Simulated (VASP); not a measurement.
**VSeS3: single point with PBE**

VSeS3:

```
V Se S
1.0
     4.55710    0.00000    0.00000
     0.00000    4.55710    0.00000
     0.00000    0.00000    4.55710
V Se S
1 1 3
Cartesian
  0.0000 0.0000 0.0000
  2.2785 2.2785 2.2785
  2.2785 0.0000 0.0000
  0.0000 2.2785 0.0000
  0.0000 0.0000 2.2785
```

The cell was generated, and may not be a known phase.

```yaml
Program: VASP 6.6.1
Task: single point
Functional: PBE
Potentials_or_basis: VASP PAW PBE potentials, release 64 (V_sv, Se, S)
Cutoff: 500 eV
k_mesh: 8 × 8 × 8
Occupations: gaussian, width 0.1 eV
Spin: no spin polarisation
Dipole_correction: no
Further_INCAR_settings: ALGO = Normal; EDIFF = 1e-06; NBANDS = 26
```

```yaml
Pressure: 0.0 GPa
Band_gap_on_the_k_mesh: zero (an odd number of electrons rules out a gap without spin polarisation)
```

Levels at points of the mesh, in eV from the Fermi level:
```tsv
k point	band 15	band 16	band 17	band 18	band 19	band 20	band 21	band 22
(0.00, 0.00, 0.00)	-1.23	-1.23	-1.23	-0.64	-0.64	-0.64	0.83	0.83
(0.50, 0.00, 0.00)	-1.91	-1.17	-0.66	-0.66	-0.59	-0.23	-0.23	0.88
(0.50, 0.50, 0.00)	-3.10	-3.01	-1.29	0.32	0.96	0.96	1.43	1.43
(0.50, 0.50, 0.50)	0.00	0.00	0.00	0.38	0.38	0.38	2.56	2.56
```

Wall time 2.6 min on 1 thread of Intel Xeon 8259CL (shared host), peak memory 0.22 GiB.

Caveat: an odd number of electrons without spin polarisation forces a metal; a magnetic or distorted state may lie lower; the run has no spin polarisation, though such a crystal can be magnetic. With open d or f shells a metallic result of PBE can be an artefact of self-interaction; +U or a hybrid may open a gap.
